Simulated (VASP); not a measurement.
# WC (I4/mmm) in VASP: relaxation of cell and atoms with PBE

Aim: the relaxation of cell and atoms of WC with PBE.

Program: VASP 6.6.1. These are calculated values, not measurements. Logs are shortened: lines on timing, memory, paths and dates and some standing lists are left out, and cuts for length are marked.

## (1) The cell of the first run

It takes space group I4/mmm (No. 139, tetragonal). The conventional cell has a = 3.709 Å, b = 3.709 Å, c = 4.472 Å, α = 90.00°, β = 90.00°, γ = 90.00°. Within 3.0 Å of W (site symmetry 4/mmm) lie 6 C at 2.24 to 2.62 Å. Within 3.0 Å of C (site symmetry 4/mmm) lie 6 W at 2.24 to 2.62 Å.

The cell was built from a structure type or drawn by symmetry, and may not be a known phase.

## (2) Relaxation of cell and atoms, PBE

File INCAR:

```
  ALGO = Normal
  EDIFF = 1E-7
  EDIFFG = -0.08
  ENCUT = 600
  GGA = PE
  GGA_COMPAT = F
  IBRION = 2
  ISIF = 3
  ISMEAR = 0
  LASPH = T
  LCHARG = F
  LREAL = F
  LWAVE = F
  NELM = 120
  NELMIN = 4
  NSW = 36
  PREC = Accurate
  SIGMA = 0.2
```

File KPOINTS:

```
k-points
0
Gamma
  7 7 7
```

File POSCAR:

```
WC
1.0
   -1.8543832200      1.8543832200      2.2359594600
    1.8543832200     -1.8543832200      2.2359594600
    1.8543832200      1.8543832200     -2.2359594600
W C
1 1
Direct
    0.0000000000      0.0000000000      0.0000000000
    0.5000000000      0.5000000000      0.0000000000
```

Potentials or basis: VASP PAW PBE potentials, release 64 (W_sv, C).

The run is started by

```sh
$ cat potpaw_PBE.64/W_sv/POTCAR potpaw_PBE.64/C/POTCAR > POTCAR
$ mpirun -np 1 vasp_std > vasp.out
```

OUTCAR:

```text
EDIFF = 1E-7
   EDIFFG = -0.08
   ENCUT = 600
   GGA = PE
   IBRION = 2
   ISIF = 3
   ISMEAR = 0
   LASPH = T
   LREAL = F
   NELM = 120
   NELMIN = 4
   NSW = 36
   PREC = Accurate

 ion  position               nearest neighbor table
   1  0.000  0.000  0.000-   2 2.24   2 2.24   2 2.62   2 2.62   2 2.62   2 2.62
   2  0.500  0.500  0.000-   1 2.24   1 2.24   1 2.62   1 2.62   1 2.62   1 2.62

  LATTYP: Found a body centered tetragonal cell.
 ALAT       =     3.7087664400
 C/A-ratio  =     1.2057698947

  Lattice vectors:

 A1 = (  -1.8543832200,   1.8543832200,   2.2359594600)
 A2 = (   1.8543832200,  -1.8543832200,   2.2359594600)
 A3 = (   1.8543832200,   1.8543832200,  -2.2359594600)

Analysis of symmetry for initial positions (statically):
=====================================================================
 Subroutine PRICEL returns:
 Original cell was already a primitive cell.

 Routine SETGRP: Setting up the symmetry group for a
 body centered tetragonal supercell.

 Subroutine GETGRP returns: Found 16 space group operations
 (whereof 16 operations were pure point group operations)
 out of a pool of 16 trial point group operations.

The static configuration has the point symmetry D_4h.

Analysis of symmetry for dynamics (positions and initial velocities):
=====================================================================
 Subroutine PRICEL returns:
 Original cell was already a primitive cell.

 Routine SETGRP: Setting up the symmetry group for a
 body centered tetragonal supercell.

 Subroutine GETGRP returns: Found 16 space group operations
 (whereof 16 operations were pure point group operations)
 out of a pool of 16 trial point group operations.

The dynamic configuration has the point symmetry D_4h.

 Subroutine INISYM returns: Found 16 space group operations
 (whereof 16 operations are pure point group operations),
 and found     1 'primitive' translations

----------------------------------------------------------------------------------------

                                     Primitive cell

  volume of cell :      30.7555

  direct lattice vectors                    reciprocal lattice vectors
    -1.854383220  1.854383220  2.235959460     0.000000000  0.269631430  0.223617650
     1.854383220 -1.854383220  2.235959460     0.269631430  0.000000000  0.223617650
     1.854383220  1.854383220 -2.235959460     0.269631430  0.269631430  0.000000000

  length of vectors
     3.446300765  3.446300765  3.446300765     0.350294107  0.350294107  0.381316426

  position of ions in fractional coordinates (direct lattice)
     0.000000000  0.000000000  0.000000000
     0.500000000  0.500000000  0.000000000

  ion indices of the primitive-cell ions
   primitive index   ion index
                 1           1
                 2           2

----------------------------------------------------------------------------------------

 KPOINTS: k-points

Automatic generation of k-mesh.
 Grid dimensions read from file:
 generate k-points for:    7    7    7

 Generating k-lattice:

  Cartesian coordinates                     Fractional coordinates (reciprocal lattice)
     0.000000000  0.038518776  0.031945379     0.142857143  0.000000000 -0.000000000
     0.038518776  0.000000000  0.031945379     0.000000000  0.142857143 -0.000000000
     0.038518776  0.038518776  0.000000000     0.000000000  0.000000000  0.142857143

  Length of vectors
     0.050042015  0.050042015  0.054473775

  Shift w.r.t. Gamma in fractional coordinates (k-lattice)
     0.000000000  0.000000000  0.000000000

 Subroutine IBZKPT returns following result:
 ===========================================

 Found     40 irreducible k-points:

 Following reciprocal coordinates:
            Coordinates               Weight
  0.000000  0.000000  0.000000      1.000000
  0.142857  0.000000 -0.000000      8.000000
  0.285714  0.000000 -0.000000      8.000000
  0.428571  0.000000 -0.000000      8.000000
  0.142857  0.142857 -0.000000      8.000000
  0.285714  0.142857 -0.000000     16.000000
[... 16 lines left out ...]
 -0.142857  0.285714  0.142857      8.000000
 -0.428571  0.428571  0.142857      8.000000
 [... further k-points ...]
   k-points           NKPTS =     40   k-points in BZ     NKDIM =     40   number of bands    NBANDS=     13
   number of dos      NEDOS =    301   number of ions     NIONS =      2
   total plane-waves  NPLWV =  21952
   dimension x,y,z NGX =    28 NGY =   28 NGZ =   28
   dimension x,y,z NGXF=    56 NGYF=   56 NGZF=   56
   ions per type =               1   1
   NGX,Y,Z   is equivalent  to a cutoff of  13.51, 13.51, 13.51 a.u.
   NGXF,Y,Z  is equivalent  to a cutoff of  27.01, 27.01, 27.01 a.u.
 SYSTEM =  unknown system
   PREC   = accura    normal or accurate (medium, high low for compatibility)
   ISTART =      0    job   : 0-new  1-cont  2-samecut
   ICHARG =      2    charge: 1-file 2-atom 10-const
   ISPIN  =      1    spin polarized calculation?
   LNONCOLLINEAR =      F non collinear calculations
   LSORBIT =      F    spin-orbit coupling
   LASPH  =      T    aspherical Exc in radial PAW
   ENCUT  =  600.0 eV  44.10 Ry    6.64 a.u.   6.88  6.88  6.88*2*pi/ulx,y,z
   NELM   =    120;   NELMIN=  4; NELMDL= -5     # of ELM steps
   EDIFF  = 0.1E-06   stopping-criterion for ELM
   LREAL  =      F    real-space projection
   EDIFFG = -.8E-01   stopping-criterion for IOM
   NSW    =     36    number of steps for IOM
   IBRION =      2    ionic relax: 0-MD 1-quasi-New 2-CG
   NFREE  =      1    steps in history (QN), initial steepest desc. (CG)
   ISIF   =      3    stress and relaxation
   ISYM   =      2    0-nonsym 1-usesym 2-fastsym
   POTIM  = 0.5000    time-step for ionic-motion
   TEBEG  =    0.0;   TEEND  =   0.0 temperature during run
   PSTRESS=    0.0 pullay stress
   NELECT =      18.0000    total number of electrons
   NUPDOWN=      -1.0000    fix difference up-down
   EMIN   =  10.00;   EMAX   =-10.00  energy-range for DOS
   EFERMI =   0.00;   METHOD = LEGACY
   ISMEAR =     0;   SIGMA  =   0.20  broadening in eV -4-tet -1-fermi 0-gaus
   EFERMI_NEDOS =   21; number of points for ismear=-14 and -15
   IALGO  =     38    algorithm
   IMIX   =      4    mixing-type and parameters
     AMIX     =   0.40;   BMIX     =  1.00
     AMIX_MAG =   1.60;   BMIX_MAG =  1.00
  volume/ion in A,a.u.               =      15.38       103.77
  Fermi-wavevector in a.u.,A,eV,Ry     =   1.369382  2.587757 25.513751  1.875208
  Thomas-Fermi vector in A             =   2.495263
   LORBIT       =      0    0 simple, 1 ext, 2 COOP (PROOUT), +10 PAW based schemes
   GGA     = PE    functional components
   LHFCALC =     F    Hartree Fock is set to
   AEXX    =    0.0000 exact exchange contribution
   IVDW    =     0    specifies the selected vdW correction
   LEPSILON=     F    determine dielectric tensor
   LRPA    =     F    only Hartree local field effects (RPA)
 conjugate gradient relaxation of ions
 non-spin polarized calculation
 Gauss-broadening in eV      SIGMA  =   0.20
  energy-cutoff  :      600.00
  volume of cell :       30.76
 maximum number of plane-waves:      1057
   NGX = 13   NGY = 13   NGZ = 13

--------------------------------------- Ionic step        1  -------------------------------------------

 number of electron      18.0000002 magnetization

 Free energy of the ion-electron system (eV)
  ---------------------------------------------------
  ext. energy  EPLUGINS =         0.00000000
  ---------------------------------------------------
  free energy    TOTEN  =       -19.07524454 eV

  energy without entropy =      -19.03531258  energy(sigma->0) =      -19.05527856

 E-fermi :   7.1467     XC(G=0): -11.6785

 val. band max:        7.1212946319   @ k =  -0.1429  -0.2857   0.1429
 cond. band min:       7.2036432936   @ k =   0.2857   0.2857  -0.0000
 fundamental gap:      0.0823486617
 Fermi energy:         7.1466710740

 k-point     1 :       0.0000    0.0000    0.0000
  band No.  band energies     occupation
      1     -68.2138      2.00000
      2     -32.2494      2.00000
      3     -32.2494      2.00000
      4     -32.1788      2.00000
      5      -5.4551      2.00000
      6       5.4462      2.00000
      7       5.4462      2.00000
      8       6.1364      2.00000
      9       6.1956      2.00000
     10       6.4905      2.00000
     11       6.8843      1.93644
     12       6.8877      1.93298
     13       6.8877      1.93298
[... 353 lines left out ...]
 k-point    24 :      -0.4286    0.4286    0.1429
  band No.  band energies     occupation
      1     -68.2076      2.00000
      2     -32.3526      2.00000
      3     -32.2756      2.00000
      4     -32.2432      2.00000
      5      -3.7392      2.00000
      6       2.6296      2.00000
      7       3.9163      2.00000
      8       4.1641      2.00000
      9       6.3512      2.00000
     10       7.6839      0.00015
     11       8.5707      0.00000
     12       9.2331      0.00000
     13      10.0892      0.00000

 [... further k-points ...]
[... 5 lines left out ...]
  --------------------------------------------------------------------------------------
  -------------------------------------------------------------------------------------
  Total      -10.0186474    -10.0186474     -9.4759458      0.0000000      0.0000000      0.0000000
  in kB     -521.9113951   -521.9113951   -493.6399011      0.0000000      0.0000000      0.0000000
  external PRESSURE =    -512.4875638 kB  Pullay stress =       0.0000000 kB
[... 89 lines left out ...]
  FREE ENERGIE OF THE ION-ELECTRON SYSTEM (eV)
  ---------------------------------------------------
  free  energy   TOTEN  =       -20.8982502344 eV

  energy  without entropy=      -20.8741920495  energy(sigma->0) =      -20.88622114

[... ionic steps 4 to 11 ...]

--------------------------------------- Ionic step       12  -------------------------------------------

 number of electron      18.0000001 magnetization

------------------------ aborting loop because EDIFF is reached ----------------------------------------

  FORCE on cell =-STRESS in cart. coord.  units (eV):
  Direction    XX          YY          ZZ          XY          YZ          ZX
  --------------------------------------------------------------------------------------
  -------------------------------------------------------------------------------------
  Total       -0.6764753     -0.6764753      0.3960567      0.0000000      0.0000000      0.0000000
  in kB      -51.1276221    -51.1276221     29.9337429      0.0000000      0.0000000      0.0000000
  external PRESSURE =     -24.1071671 kB  Pullay stress =       0.0000000 kB
[... 57 lines left out ...]
  energy  without entropy=      -21.5773221421  energy(sigma->0) =      -21.58571697

--------------------------------------- Ionic step       14  -------------------------------------------

 number of electron      18.0000002 magnetization

 Free energy of the ion-electron system (eV)
  ---------------------------------------------------
  ext. energy  EPLUGINS =         0.00000000
  ---------------------------------------------------
  free energy    TOTEN  =       -21.59509212 eV

  energy without entropy =      -21.57825081  energy(sigma->0) =      -21.58667147

 E-fermi :  12.2441     XC(G=0): -13.7306

 val. band max:       12.1275087653   @ k =  -0.1429   0.1429   0.1429
 cond. band min:      12.3597544452   @ k =  -0.2857   0.1429   0.0000
 fundamental gap:      0.2322456798
 Fermi energy:        12.2441428396

 k-point     1 :       0.0000    0.0000    0.0000
  band No.  band energies     occupation
      1     -63.0147      2.00000
      2     -27.0059      2.00000
      3     -27.0059      2.00000
      4     -27.0057      2.00000
      5      -3.3851      2.00000
      6       9.6793      2.00000
      7       9.6793      2.00000
      8       9.6860      2.00000
      9      11.3699      2.00000
     10      11.3699      2.00000
     11      11.3732      2.00000
     12      11.4679      2.00000
     13      11.4748      2.00000
[... 353 lines left out ...]
 k-point    24 :      -0.4286    0.4286    0.1429
  band No.  band energies     occupation
      1     -62.9670      2.00000
      2     -27.4700      2.00000
      3     -27.2656      2.00000
      4     -27.2000      2.00000
      5      -0.5969      2.00000
      6       5.9696      2.00000
      7       6.4559      2.00000
      8       7.4727      2.00000
      9      11.0751      2.00000
     10      14.1776      0.00000
     11      14.8276      0.00000
     12      15.2479      0.00000
     13      18.3696      0.00000

 [... further k-points ...]
[... 5 lines left out ...]
  --------------------------------------------------------------------------------------
  -------------------------------------------------------------------------------------
  Total        0.0264782      0.0264782      0.0606560      0.0000000     -0.0000000      0.0000000
  in kB        2.0172748      2.0172748      4.6211535      0.0000000     -0.0000000      0.0000000
  external PRESSURE =       2.8852343 kB  Pullay stress =       0.0000000 kB
[... 17 lines left out ...]
  FREE ENERGIE OF THE ION-ELECTRON SYSTEM (eV)
  ---------------------------------------------------
  free  energy   TOTEN  =       -21.5950921170 eV

  energy  without entropy=      -21.5782508143  energy(sigma->0) =      -21.58667147

 reached required accuracy - stopping structural energy minimisation
```

Wall time 2.8 min (1 thread of Intel Xeon Platinum 8488C (Sapphire Rapids), shared host); peak memory 0.19 GiB.

Results:

| Quantity | Value |
| --- | --- |
| Free energy | -21.5951 eV |
| Relaxed volume | 10.51 Å³/atom |
| Relaxed cell | a = 3.098 Å, b = 3.098 Å, c = 3.098 Å, α = 119.98°, β = 119.98°, γ = 90.03° |
| Space group after relaxing (to 0.1 Å) | Fm-3m (No. 225) |
| Pressure after relaxing | 0.3 GPa |

Final structure:
```
W C
1.0
    -1.54942    1.54942    2.18997
     1.54942   -1.54942    2.18997
     1.54942    1.54942   -2.18997
W C
1 1
Direct
  0.00000 0.00000 0.00000
  0.50000 0.50000 0.00000
```

Levels at points of the mesh, in eV from the Fermi level:
| k point | band 5 | band 6 | band 7 | band 8 | band 9 | band 10 | band 11 | band 12 | band 13 |
| --- | --- | --- | --- | --- | --- | --- | --- | --- | --- |
| (0.00, 0.00, 0.00) | -15.63 | -2.56 | -2.56 | -2.56 | -0.87 | -0.87 | -0.87 | -0.78 | -0.77 |

Caveat: the volume moved by over 15 % at a fixed basis, so the end points are rough; the highest band is partly filled, so the run has too few bands; spin-orbit coupling is left out, which moves the levels of the heavy elements.
